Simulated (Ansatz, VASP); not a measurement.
# Mg3Cd2Se5 in VASP and in Ansatz

The input INCAR:

```
PREC     = Accurate       # precision mode
ENCUT    = 520            # plane-wave cutoff, eV
EDIFF    = 1E-6           # SCF threshold, eV
ISMEAR   = 0              # smearing method
SIGMA    = 0.1            # smearing width, eV
LREAL    = F              # projectors in reciprocal space
LASPH    = T              # aspherical terms in the spheres
NELM     = 60             # most SCF steps
ALGO     = Normal         # electronic algorithm
ISIF     = 2              # what is computed and relaxed
LWAVE    = F              # write WAVECAR
LCHARG   = F              # write CHGCAR
GGA      = PE             # functional
NBANDS   = 41             # bands
```

File KPOINTS:

```
Automatic mesh
0
Gamma
  6 6 6
```

POSCAR

```
Mg3Cd2Se5
1.0
   -2.0404226300      2.0404226300     14.4279668100
    2.0404226300     -2.0404226300     14.4279668100
    2.0404226300      2.0404226300    -14.4279668100
Mg Cd Se
3 2 5
Direct
    0.9000000000      0.9000000000      0.0000000000
    0.5000000000      0.5000000000      0.0000000000
    0.1000000000      0.1000000000      0.0000000000
    0.7000000000      0.7000000000      0.0000000000
    0.3000000000      0.3000000000      0.0000000000
    0.8000000000      0.8000000000      0.0000000000
    0.4000000000      0.4000000000      0.0000000000
    0.0000000000      0.0000000000      0.0000000000
    0.6000000000      0.6000000000      0.0000000000
    0.2000000000      0.2000000000      0.0000000000
```

Input for Ansatz:

```yaml
crystal:
  lattice:
    - [-2.04042263, 2.04042263, 14.42796681]
    - [2.04042263, -2.04042263, 14.42796681]
    - [2.04042263, 2.04042263, -14.42796681]
  atoms:
    - { symbol: Mg, position: [0.9, 0.9, 0.0] }
    - { symbol: Mg, position: [0.5, 0.5, 0.0] }
    - { symbol: Mg, position: [0.1, 0.1, 0.0] }
    - { symbol: Cd, position: [0.7, 0.7, 0.0] }
    - { symbol: Cd, position: [0.3, 0.3, 0.0] }
    - { symbol: Se, position: [0.8, 0.8, 0.0] }
    - { symbol: Se, position: [0.4, 0.4, 0.0] }
    - { symbol: Se, position: [0.0, 0.0, 0.0] }
    - { symbol: Se, position: [0.6, 0.6, 0.0] }
    - { symbol: Se, position: [0.2, 0.2, 0.0] }
basis:
  ecutwfc: 420
kpoints:
  mp_grid: { grid: [6, 6, 6] }
hamiltonian:
  xc: pbe
scf:
  occupations: { method: gaussian, width: 0.1 }
  lower_state_search: "off"
output:
  forces: true
  stress: true
  eigenvalues: true
```

Alike in both runs: task single point; functional PBE; k mesh 6 × 6 × 6; occupations gaussian, width 0.1 eV; no spin polarisation.

|  | VASP | Ansatz |
| --- | --- | --- |
| version | VASP 6.6.1 | Ansatz 0.2.0 |
| potentials or method | VASP PAW PBE potentials, release 64 (Mg, Cd, Se), cutoff 520 eV | scalar-relativistic, plane waves, PAW |
| valence electrons in the cell | 60 | 150 |

VASP gave:

| Item | Value |
| --- | --- |
| gap on the k mesh at the Fermi level (eV) | 0.39 |
| least direct gap on the mesh (eV) | 0.84 |
| pressure (GPa) | -4.1 |
| traceless stress, the component that is largest in VASP (GPa) | 0.08 |
| rms of the force components (eV/Å) | 0.092 |

Estimate Ansatz's values.

gap on the k mesh at the Fermi level (eV): 0.40; least direct gap on the mesh (eV): 0.86; pressure (GPa): -4.2; traceless stress, the component that is largest in VASP (GPa): 0.08; rms of the force components (eV/Å): 0.085.

Atom by atom the forces differ by 0.007 eV/Å (rms over components). With one functional, cell and mesh, what is left measures potentials, basis and numerics. VASP's potentials hold 60 valence electrons a cell and Ansatz's 150, so a difference there can come from the potentials and not from the codes.
